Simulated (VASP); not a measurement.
SnSe, 8 atoms in the cell. The structure is orthorhombic, space group Pnma (No. 62). Conventional cell: a = 12.413 Å, b = 4.207 Å, c = 4.567 Å, α = 90.00°, β = 90.00°, γ = 90.00°. Within 3.9 Å of Sn (site symmetry m) lie 6 Se at 2.82 to 3.70 Å and 2 Sn at 3.83 Å. Within 3.7 Å of Se (site symmetry m) lie 6 Sn at 2.82 to 3.70 Å.  This cell differs from its parent crystal: strain +0.0525 x Voigt [1, 0, 0, 0, 0, 0].

| Quantity | Value |
| --- | --- |
| Program | VASP 6.6.1 |
| Task | single point |
| Functional | PBE |
| Potentials or basis | VASP PAW PBE potentials, release 64 (Sn_d, Se) |
| Cutoff | 520 eV |
| k mesh | 4 × 6 × 6 |
| Occupations | gaussian, width 0.05 eV |
| Spin | no spin polarisation |
| Dipole correction | no |
| Further INCAR settings | ALGO = Normal; EDIFF = 1e-07; NBANDS = 50 |

Potentials or basis: VASP PAW PBE potentials, release 64 (Sn_d, Se).

Command:

```bash
$ cat potpaw_PBE.64/Sn_d/POTCAR potpaw_PBE.64/Se/POTCAR > POTCAR
$ mpirun -np 1 vasp_std > vasp.out
```

Hardware: 1 thread of Intel Xeon 8259CL, on a shared host.

**Question.** Estimate the wall time of this run.

**Answer.** Run time: 17 min on 1 thread of Intel Xeon 8259CL, on a shared host, peak memory 0.6 GiB. Counts: scf iterations 14, k points 48.
